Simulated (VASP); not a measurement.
A run of VASP 6.6.1:

INCAR

```
SYSTEM = NbP
PREC     = Accurate       ! precision mode
ENCUT    = 500            ! plane-wave cutoff, eV
EDIFF    = 1E-7           ! SCF threshold, eV
ISMEAR   = -1             ! smearing method
SIGMA    = 0.15           ! smearing width, eV
LREAL    = .FALSE.        ! projectors in reciprocal space
LASPH    = .TRUE.         ! aspherical terms in the spheres
NELM     = 120            ! most SCF steps
ALGO     = Normal         ! electronic algorithm
ISIF     = 3              ! what is computed and relaxed
LWAVE    = .FALSE.        ! write WAVECAR
LCHARG   = .FALSE.        ! write CHGCAR
GGA      = PE             ! functional
IBRION   = 2              ! ionic algorithm
NSW      = 80             ! ionic steps
EDIFFG   = -0.001         ! ionic threshold
GGA_COMPAT= .FALSE.      
NELMIN   = 4
```

KPOINTS

```
regular mesh
0
G
  18 18 16
  0 0 0
```

POSCAR

```
NbP
1.0
    3.3297064094      0.0000000000      0.0000000000
   -1.6648532047      2.8836103377      0.0000000000
    0.0000000000      0.0000000000      3.3417191836
Nb P
1 1
Direct
    0.0000000000      0.0000000000      0.5000000000
    0.6666666667      0.3333333333      0.0000000000
```

Potentials or basis: VASP PAW PBE potentials, release 64 (Nb_sv, P).

Run with:

```sh
$ cat potpaw_PBE.64/Nb_sv/POTCAR potpaw_PBE.64/P/POTCAR > POTCAR
$ mpirun -np 1 vasp_std > vasp.out
```

Hardware: 1 thread of Intel(R) Xeon(R) Platinum 8259CL CPU @ 2.50GHz (Skylake/Cascade Lake), on a shared host.

Question: Estimate the wall time of this run.

Answer: It took 4.3 min on 1 thread of Intel(R) Xeon(R) Platinum 8259CL CPU @ 2.50GHz (Skylake/Cascade Lake) (shared host), peak memory 0.26 GiB. Counts: scf iterations 59, k points 333, ion steps 8.
